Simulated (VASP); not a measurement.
# SnSe2 (R-3m) in VASP: a series of runs

Runs on SnSe2. Level: PBE. Tasks: single point.

Everything below comes from runs of VASP 6.6.1. Logs are shortened: lines on timing, memory, paths and dates and some standing lists are left out, and cuts for length are marked.

## 1. The cell of the first run

It takes space group R-3m (No. 166, trigonal). The conventional cell has a = 3.825 Å, b = 3.825 Å, c = 19.005 Å, α = 90.00°, β = 90.00°, γ = 120.00°. Within 3.6 Å of Sn (site symmetry -3m) lie 6 Se at 2.71 Å. Within 3.6 Å of Se (site symmetry 3m) lie 3 Sn at 2.71 Å.

## 2. Single point, PBE

INCAR

```
SYSTEM = SnSe2
PREC = Accurate
ENCUT = 520
EDIFF = 1E-6
ISMEAR = 0
SIGMA = 0.01
LREAL = .FALSE.
LASPH = .TRUE.
NELM = 60
ALGO = Normal
ISIF = 2
LWAVE = .FALSE.
LCHARG = .TRUE.
GGA = PE
LELF = .TRUE.
LVHAR = .TRUE.
NBANDS = 20
```

KPOINTS

```
Automatic mesh
0
G
  4 4 4
  0 0 0
```

POSCAR

```
SnSe2
1.0
    1.9122916093      1.1040620754      6.3350940540
   -1.9122916093      1.1040620754      6.3350940540
    0.0000000000     -2.2081241508      6.3350940540
Sn Se
1 2
Direct
    0.0000000000      0.0000000000      0.0000000000
    0.2505568941      0.2505568941      0.2505568941
    0.7494431059      0.7494431059      0.7494431059
```

Potentials or basis: VASP PAW PBE potentials, release 64 (Sn_d, Se).

Run with:

```
$ cat potpaw_PBE.64/Sn_d/POTCAR potpaw_PBE.64/Se/POTCAR > POTCAR
$ mpirun -np 1 vasp_std > vasp.out
```

OUTCAR:

```text
SYSTEM = SnSe2
   PREC = Accurate
   ENCUT = 520
   EDIFF = 1E-6
   ISMEAR = 0
   LREAL = .FALSE.
   LASPH = .TRUE.
   NELM = 60
   ISIF = 2
   GGA = PE

 ion  position               nearest neighbor table
   1  0.000  0.000  0.000-   3 2.71   3 2.71   2 2.71   2 2.71   3 2.71   2 2.71
   2  0.251  0.251  0.251-   1 2.71   1 2.71   1 2.71
   3  0.749  0.749  0.749-   1 2.71   1 2.71   1 2.71

  LATTYP: Found a trigonal (rhomboedric) cell.
 ALAT       =     6.7088917817
 COS(alpha) =     0.8375062499

  Lattice vectors:

 A1 = (   1.9122916093,   1.1040620754,   6.3350940540)
 A2 = (  -1.9122916093,   1.1040620754,   6.3350940540)
 A3 = (   0.0000000000,  -2.2081241508,   6.3350940540)

Analysis of symmetry for initial positions (statically):
=====================================================================
 Subroutine PRICEL returns:
 Original cell was already a primitive cell.

 Routine SETGRP: Setting up the symmetry group for a
 trigonal (rhombohedral) supercell.

 Subroutine GETGRP returns: Found 12 space group operations
 (whereof 12 operations were pure point group operations)
 out of a pool of 12 trial point group operations.

The static configuration has the point symmetry D_3d.

Analysis of symmetry for dynamics (positions and initial velocities):
=====================================================================
 Subroutine PRICEL returns:
 Original cell was already a primitive cell.

 Routine SETGRP: Setting up the symmetry group for a
 trigonal (rhombohedral) supercell.

 Subroutine GETGRP returns: Found 12 space group operations
 (whereof 12 operations were pure point group operations)
 out of a pool of 12 trial point group operations.

The dynamic configuration has the point symmetry D_3d.

 Subroutine INISYM returns: Found 12 space group operations
 (whereof 12 operations are pure point group operations),
 and found     1 'primitive' translations

----------------------------------------------------------------------------------------

                                     Primitive cell

  volume of cell :      80.2513

  direct lattice vectors                    reciprocal lattice vectors
     1.912291609  1.104062075  6.335094054     0.261466399  0.150957696  0.052616951
    -1.912291609  1.104062075  6.335094054    -0.261466399  0.150957696  0.052616951
     0.000000000 -2.208124151  6.335094054     0.000000000 -0.301915391  0.052616951

  length of vectors
     6.708891782  6.708891782  6.708891782     0.306466062  0.306466062  0.306466062

  position of ions in fractional coordinates (direct lattice)
     0.000000000  0.000000000  0.000000000
     0.250556894  0.250556894  0.250556894
     0.749443106  0.749443106  0.749443106

  ion indices of the primitive-cell ions
   primitive index   ion index
                 1           1
                 2           2
                 3           3

----------------------------------------------------------------------------------------

 KPOINTS: Automatic mesh

Automatic generation of k-mesh.
 Grid dimensions read from file:
 generate k-points for:    4    4    4

 Generating k-lattice:

  Cartesian coordinates                     Fractional coordinates (reciprocal lattice)
     0.065366600  0.037739424  0.013154238     0.250000000  0.000000000 -0.000000000
    -0.065366600  0.037739424  0.013154238     0.000000000  0.250000000 -0.000000000
     0.000000000 -0.075478848  0.013154238    -0.000000000 -0.000000000  0.250000000

  Length of vectors
     0.076616515  0.076616515  0.076616515

  Shift w.r.t. Gamma in fractional coordinates (k-lattice)
     0.000000000  0.000000000  0.000000000

 Subroutine IBZKPT returns following result:
 ===========================================

 Found     13 irreducible k-points:

 Following reciprocal coordinates:
            Coordinates               Weight
  0.000000  0.000000  0.000000      1.000000
  0.250000 -0.000000  0.000000      6.000000
  0.500000 -0.000000  0.000000      3.000000
  0.250000  0.250000  0.000000      6.000000
  0.500000  0.250000  0.000000     12.000000
 -0.250000  0.250000  0.000000      6.000000
  0.500000  0.500000  0.000000      3.000000
  0.250000  0.250000  0.250000      2.000000
  0.500000  0.250000  0.250000      6.000000
 -0.250000  0.250000  0.250000      6.000000
  0.500000  0.500000  0.250000      6.000000
 -0.250000  0.500000  0.250000      6.000000
  0.500000  0.500000  0.500000      1.000000
   k-points           NKPTS =     13   k-points in BZ     NKDIM =     13   number of bands    NBANDS=     20
   number of dos      NEDOS =    301   number of ions     NIONS =      3
   total plane-waves  NPLWV = 125000
   dimension x,y,z NGX =    50 NGY =   50 NGZ =   50
   dimension x,y,z NGXF=   100 NGYF=  100 NGZF=  100
   ions per type =               1   2
   NGX,Y,Z   is equivalent  to a cutoff of  12.39, 12.39, 12.39 a.u.
   NGXF,Y,Z  is equivalent  to a cutoff of  24.78, 24.78, 24.78 a.u.
 SYSTEM =  SnSe2
   PREC   = accura    normal or accurate (medium, high low for compatibility)
   ISTART =      0    job   : 0-new  1-cont  2-samecut
   ICHARG =      2    charge: 1-file 2-atom 10-const
   ISPIN  =      1    spin polarized calculation?
   LNONCOLLINEAR =      F non collinear calculations
   LSORBIT =      F    spin-orbit coupling
   LASPH  =      T    aspherical Exc in radial PAW
   ENCUT  =  520.0 eV  38.22 Ry    6.18 a.u.  12.47 12.47 12.47*2*pi/ulx,y,z
   NELM   =     60;   NELMIN=  2; NELMDL= -5     # of ELM steps
   EDIFF  = 0.1E-05   stopping-criterion for ELM
   LREAL  =      F    real-space projection
   EDIFFG = 0.1E-04   stopping-criterion for IOM
   NSW    =      0    number of steps for IOM
   IBRION =     -1    ionic relax: 0-MD 1-quasi-New 2-CG
   NFREE  =      0    steps in history (QN), initial steepest desc. (CG)
   ISIF   =      2    stress and relaxation
   ISYM   =      2    0-nonsym 1-usesym 2-fastsym
   POTIM  = 0.5000    time-step for ionic-motion
   TEBEG  =    0.0;   TEEND  =   0.0 temperature during run
   PSTRESS=    0.0 pullay stress
   NELECT =      26.0000    total number of electrons
   NUPDOWN=      -1.0000    fix difference up-down
   EMIN   =  10.00;   EMAX   =-10.00  energy-range for DOS
   EFERMI =   0.00;   METHOD = LEGACY
   ISMEAR =     0;   SIGMA  =   0.01  broadening in eV -4-tet -1-fermi 0-gaus
   EFERMI_NEDOS =   21; number of points for ismear=-14 and -15
   IALGO  =     38    algorithm
   IMIX   =      4    mixing-type and parameters
     AMIX     =   0.40;   BMIX     =  1.00
     AMIX_MAG =   1.60;   BMIX_MAG =  1.00
  volume/ion in A,a.u.               =      26.75       180.52
  Fermi-wavevector in a.u.,A,eV,Ry     =   1.124386  2.124781 17.201072  1.264243
  Thomas-Fermi vector in A             =   2.261057
   LORBIT       =      0    0 simple, 1 ext, 2 COOP (PROOUT), +10 PAW based schemes
   GGA     = PE    functional components
   LHFCALC =     F    Hartree Fock is set to
   AEXX    =    0.0000 exact exchange contribution
   IVDW    =     0    specifies the selected vdW correction
   LEPSILON=     F    determine dielectric tensor
   LRPA    =     F    only Hartree local field effects (RPA)
 non-spin polarized calculation
 Gauss-broadening in eV      SIGMA  =   0.01
  energy-cutoff  :      520.00
  volume of cell :       80.25
 maximum number of plane-waves:      2184
 NGX is ok and might be reduce to    50
   NGX = 25   NGY = 25   NGZ = 25

 number of electron      26.0000004 magnetization

 Free energy of the ion-electron system (eV)
  ---------------------------------------------------
  ext. energy  EPLUGINS =         0.00000000
  ---------------------------------------------------
  free energy    TOTEN  =       -11.70382961 eV

  energy without entropy =      -11.70382961  energy(sigma->0) =      -11.70382961

 E-fermi :   3.7882     XC(G=0):  -9.2559

 val. band max:        3.6985659948   @ k =   0.5000   0.5000   0.2500
 cond. band min:       4.1042088483   @ k =   0.5000   0.5000   0.0000
 fundamental gap:      0.4056428535
 Fermi energy:         3.7882262606

 k-point     1 :       0.0000    0.0000    0.0000
  band No.  band energies     occupation
      1     -17.4712      2.00000
      2     -17.4712      2.00000
      3     -17.4417      2.00000
      4     -17.4271      2.00000
      5     -17.4271      2.00000
      6      -9.9600      2.00000
[... 12 lines left out ...]
     19      12.3132      0.00000
     20      12.3132      0.00000

 k-point     2 :       0.2500   -0.0000    0.0000
  band No.  band energies     occupation
      1     -17.4963      2.00000
      2     -17.4574      2.00000
      3     -17.4398      2.00000
      4     -17.4240      2.00000
      5     -17.4201      2.00000
      6      -9.3705      2.00000
[... 12 lines left out ...]
     19      12.2310      0.00000
     20      13.3542      0.00000

 k-point     3 :       0.5000   -0.0000    0.0000
  band No.  band energies     occupation
      1     -17.5242      2.00000
      2     -17.4536      2.00000
      3     -17.4488      2.00000
      4     -17.4070      2.00000
      5     -17.4029      2.00000
      6      -8.3062      2.00000
[... 12 lines left out ...]
     19      12.7345      0.00000
     20      13.7427      0.00000

 k-point     4 :       0.2500    0.2500    0.0000
  band No.  band energies     occupation
      1     -17.4963      2.00000
      2     -17.4574      2.00000
      3     -17.4398      2.00000
      4     -17.4240      2.00000
      5     -17.4201      2.00000
      6      -9.3534      2.00000
[... 12 lines left out ...]
     19      12.5576      0.00000
     20      13.3473      0.00000

 k-point     5 :       0.5000    0.2500    0.0000
  band No.  band energies     occupation
      1     -17.5039      2.00000
      2     -17.4702      2.00000
      3     -17.4345      2.00000
      4     -17.4229      2.00000
      5     -17.4057      2.00000
      6      -8.4306      2.00000
[... 12 lines left out ...]
     19      11.4822      0.00000
     20      13.1037      0.00000

 k-point     6 :      -0.2500    0.2500    0.0000
  band No.  band energies     occupation
      1     -17.5039      2.00000
      2     -17.4702      2.00000
      3     -17.4345      2.00000
      4     -17.4229      2.00000
      5     -17.4057      2.00000
      6      -8.4726      2.00000
[... 12 lines left out ...]
     19      11.7860      0.00000
     20      12.1967      0.00000

 k-point     7 :       0.5000    0.5000    0.0000
  band No.  band energies     occupation
      1     -17.5242      2.00000
      2     -17.4536      2.00000
      3     -17.4488      2.00000
      4     -17.4070      2.00000
      5     -17.4029      2.00000
      6      -8.3775      2.00000
[... 12 lines left out ...]
     19      13.2122      0.00000
     20      15.9552      0.00000

 k-point     8 :       0.2500    0.2500    0.2500
  band No.  band energies     occupation
      1     -17.4712      2.00000
      2     -17.4712      2.00000
      3     -17.4417      2.00000
      4     -17.4271      2.00000
      5     -17.4271      2.00000
      6      -9.8927      2.00000
[... 12 lines left out ...]
     19      12.4798      0.00000
     20      12.4802      0.00000

 k-point     9 :       0.5000    0.2500    0.2500
  band No.  band energies     occupation
      1     -17.4963      2.00000
      2     -17.4574      2.00000
      3     -17.4398      2.00000
      4     -17.4240      2.00000
      5     -17.4201      2.00000
      6      -9.2779      2.00000
[... 12 lines left out ...]
     19      11.8185      0.00000
     20      12.4366      0.00000

 k-point    10 :      -0.2500    0.2500    0.2500
  band No.  band energies     occupation
      1     -17.5242      2.00000
      2     -17.4536      2.00000
      3     -17.4488      2.00000
      4     -17.4070      2.00000
      5     -17.4029      2.00000
      6      -8.3463      2.00000
[... 12 lines left out ...]
     19      13.6117      0.00000
     20      14.8372      0.00000

 k-point    11 :       0.5000    0.5000    0.2500
  band No.  band energies     occupation
      1     -17.4963      2.00000
      2     -17.4574      2.00000
      3     -17.4398      2.00000
      4     -17.4239      2.00000
      5     -17.4201      2.00000
      6      -9.2560      2.00000
[... 12 lines left out ...]
     19      12.0721      0.00000
     20      12.5514      0.00000

 k-point    12 :      -0.2500    0.5000    0.2500
  band No.  band energies     occupation
      1     -17.5040      2.00000
      2     -17.4702      2.00000
      3     -17.4345      2.00000
      4     -17.4229      2.00000
      5     -17.4056      2.00000
      6      -8.3803      2.00000
[... 12 lines left out ...]
     19      11.2930      0.00000
     20      14.0397      0.00000

 k-point    13 :       0.5000    0.5000    0.5000
  band No.  band energies     occupation
      1     -17.4712      2.00000
      2     -17.4712      2.00000
      3     -17.4416      2.00000
      4     -17.4271      2.00000
      5     -17.4271      2.00000
      6      -9.8128      2.00000
[... 12 lines left out ...]
     19      12.6309      0.00000
     20      12.7078      0.00000

------------------------ aborting loop because EDIFF is reached ----------------------------------------

  FORCE on cell =-STRESS in cart. coord.  units (eV):
  Direction    XX          YY          ZZ          XY          YZ          ZX
  --------------------------------------------------------------------------------------
  -------------------------------------------------------------------------------------
  Total        1.8233749      1.8233749      1.3601292      0.0000000      0.0000000      0.0000000
  in kB       36.4027864     36.4027864     27.1543119      0.0000000      0.0000000      0.0000000
  external PRESSURE =      33.3199616 kB  Pullay stress =       0.0000000 kB

 VOLUME and BASIS-vectors are now :
 -----------------------------------------------------------------------------
  energy-cutoff  :      520.00
  volume of cell :       80.25
      direct lattice vectors                 reciprocal lattice vectors
     1.912291609  1.104062075  6.335094054     0.261466399  0.150957696  0.052616951
    -1.912291609  1.104062075  6.335094054    -0.261466399  0.150957696  0.052616951
     0.000000000 -2.208124151  6.335094054     0.000000000 -0.301915391  0.052616951

 POSITION                                       TOTAL-FORCE (eV/Angst)
 -----------------------------------------------------------------------------------
      0.00000      0.00000      0.00000         0.000000      0.000000     -0.000000
      0.00000      0.00000      4.76190         0.000000     -0.000000     -0.211643
      0.00000      0.00000     14.24338         0.000000      0.000000      0.211643
 -----------------------------------------------------------------------------------
    total drift:                               -0.000000      0.000000      0.000000

  FREE ENERGIE OF THE ION-ELECTRON SYSTEM (eV)
  ---------------------------------------------------
  free  energy   TOTEN  =       -11.7038296065 eV

  energy  without entropy=      -11.7038296065  energy(sigma->0) =      -11.70382961
```

Run time: 59 s. Hardware: 1 thread of AMD EPYC 7R13 (Zen 3), shared host; peak memory 0.3 GiB.

What came out:

| Quantity | Value |
| --- | --- |
| Free energy | -11.7038 eV |
| Pressure | 3.3 GPa |
| Largest force | 0.212 eV/Å |
| Band gap on the k mesh | 0.41 eV, indirect (least direct gap 0.54 eV) |

Forces in eV/Å, atoms in the order of the input:
```
Sn   0.000  0.000  0.000
Se   0.000  0.000 -0.212
Se   0.000  0.000  0.212
```

Stress tensor (GPa, compression positive):
```
3.64 0.00 0.00
0.00 3.64 0.00
0.00 0.00 2.72
```

Caveat: the k points lie up to 0.48 Å⁻¹ apart; spin-orbit coupling is left out, which moves the levels of the heavy elements.

## 3. Single point, PBE

INCAR

```
PREC = Accurate
ENCUT = 520
EDIFF = 1E-6
ISMEAR = 0
SIGMA = 0.01
LREAL = False
LASPH = True
NELM = 80
ALGO = Normal
ISIF = 2
LWAVE = False
LCHARG = False
GGA = PE
NBANDS = 20
```

KPOINTS

```
Automatic mesh
0
Gamma
  6 6 6
```

POSCAR is that of step 2.

Potentials or basis: VASP PAW PBE potentials, release 64 (Sn_d, Se).

Run with:

```
$ cat potpaw_PBE.64/Sn_d/POTCAR potpaw_PBE.64/Se/POTCAR > POTCAR
$ mpirun -np 1 vasp_std > vasp.out
```

It took 1.9 min on 1 thread of AMD EPYC 7R13 (Zen 3), shared host; peak memory 0.32 GiB.

The run converged. Its results:

```
Free energy            : -11.7997 eV
Pressure               : 3.0 GPa
Largest force          : 0.251 eV/Å
Band gap on the k mesh : 0.30 eV, indirect (least direct gap 0.54 eV)
```

Forces on the atoms (eV/Å):
```
Sn   0.000  0.000  0.000
Se   0.000  0.000 -0.251
Se   0.000  0.000  0.251
```

Stress tensor (GPa, compression positive):
```
2.94 0.00 0.00
0.00 2.94 0.00
0.00 0.00 3.06
```

Levels at points of the mesh, in eV from the valence-band top:
```tsv
k point	band 11	band 12	band 13	band 14	band 15	band 16
(0.00, 0.00, 0.00)	-0.29	-0.29	-0.24	1.00	3.01	4.47
(0.50, 0.00, 0.00)	-2.33	-1.43	-0.63	1.11	3.93	6.08
(0.50, 0.50, 0.00)	-2.22	-0.31	-0.24	0.30	3.70	5.04
(0.50, 0.50, 0.50)	-0.69	-0.16	-0.16	2.39	3.01	4.55
```

Caveat: spin-orbit coupling is left out, which moves the levels of the heavy elements. A k mesh can miss the band edges.

## 4. Single point, PBE

INCAR

```
  PREC = Accurate
  ENCUT = 500
  EDIFF = 1E-6
  ISMEAR = 0
  SIGMA = 0.01
  LREAL = False
  LASPH = True
  NELM = 120
  ALGO = Normal
  ISIF = 2
  LWAVE = False
  LCHARG = False
  GGA = PE
  NBANDS = 20
  GGA_COMPAT = False
```

KPOINTS

```
regular mesh
0
Gamma
  4 4 4
```

POSCAR is that of step 3.

Run with:

```
$ cat potpaw_PBE.64/Sn_d/POTCAR potpaw_PBE.64/Se/POTCAR > POTCAR
$ mpirun -np 1 vasp_std > vasp.out
```

Wall time 2 min (1 thread of AMD EPYC 7R43 (Zen 3), shared host); peak memory 0.29 GiB.

Results (log left out):

```
Free energy            : -11.7038 eV
Pressure               : 3.3 GPa
Largest force          : 0.212 eV/Å
Band gap on the k mesh : 0.41 eV, indirect (least direct gap 0.54 eV)
```

Forces on the atoms (eV/Å):
```
Sn   0.000  0.000  0.000
Se   0.000  0.000 -0.212
Se   0.000  0.000  0.212
```

Stress tensor (GPa, compression positive):
```
3.64 0.00 0.00
0.00 3.64 0.00
0.00 0.00 2.72
```

Levels at points of the mesh, in eV from the valence-band top:
```csv
k point,band 9,band 10,band 11,band 12,band 13,band 14,band 15,band 16,band 17,band 18
"(0.00, 0.00, 0.00)",-0.45,-0.45,-0.18,-0.18,-0.13,1.10,3.11,4.57,4.57,8.11
"(0.50, 0.00, 0.00)",-4.33,-2.52,-2.22,-1.32,-0.52,1.22,4.02,6.18,6.31,6.50
"(0.50, 0.50, 0.00)",-4.62,-2.36,-2.11,-0.19,-0.13,0.41,3.81,5.14,5.48,5.67
"(0.50, 0.50, 0.50)",-1.91,-0.58,-0.58,-0.05,-0.05,2.49,3.11,4.64,4.64,8.05
```

Caveat: the k points lie up to 0.48 Å⁻¹ apart; spin-orbit coupling is left out, which moves the levels of the heavy elements. A k mesh can miss the band edges.

## 5. The runs side by side

| k mesh | cutoff (eV) | gap on the mesh (eV) | pressure (GPa) | largest force (eV/Å) |
| --- | --- | --- | --- | --- |
| 4 × 4 × 4 | 520 | 0.41 | 3.3 | 0.21 |
| 6 × 6 × 6 | 520 | 0.30 | 3.0 | 0.25 |
| 4 × 4 × 4 | 500 | 0.41 | 3.3 | 0.21 |

Alike in all rows: task single point; level PBE; potentials or basis VASP PAW PBE potentials, release 64 (Sn_d, Se); no spin polarisation; cell as given; smearing gaussian 0.01 eV.

Caveats: some runs use coarse meshes; spin-orbit coupling is left out, which moves the levels of the heavy elements.

Absolute energies hang on the potentials; compare differences alone.
